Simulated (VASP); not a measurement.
Input of a VASP 6.6.1 run:

The input INCAR:

```
SYSTEM = LiF
ALGO = Normal ; EDIFF = 1E-6
ENCUT = 520 ; GGA = CA
ISIF = 2 ; ISMEAR = 0
LASPH = .True. ; LCHARG = .True.
LELF = .True. ; LREAL = .False.
LVHAR = .True. ; LWAVE = .False.
NBANDS = 18 ; NELM = 100
PREC = Accurate ; SIGMA = 0.05
```

File KPOINTS:

```
k-points
0
Gamma
  9 9 6
  0 0 0
```

The input POSCAR:

```
LiF
1.0
    3.0609398175      0.0000000000      0.0000000000
   -1.5304699087      2.6508516414      0.0000000000
    0.0000000000      0.0000000000      4.9515443071
Li F
2 2
Direct
    0.3333333333      0.6666666667      0.3811542600
    0.6666666667      0.3333333333      0.8811542600
    0.3333333333      0.6666666667      0.9938437400
    0.6666666667      0.3333333333      0.4938437400
```

Potentials or basis: VASP PAW LDA potentials, release 64 (Li_sv, F).

Command:

```console
$ cat potpaw_LDA.64/Li_sv/POTCAR potpaw_LDA.64/F/POTCAR > POTCAR
$ mpirun -np 1 vasp_std > vasp.out
```

Predict the largest force.

0.092 eV/Å.

What does it give for the band gap on the k mesh?

7.46 eV, direct.

Forces in eV/Å, atoms in the order of the input:
```
Li   0.000  0.000 -0.092
Li   0.000  0.000 -0.092
F    0.000  0.000  0.092
F    0.000  0.000  0.092
```

Caveat: the cell differs from its parent crystal (strain +0.000 along x and y, +0.030 along z). A k mesh can miss the band edges.
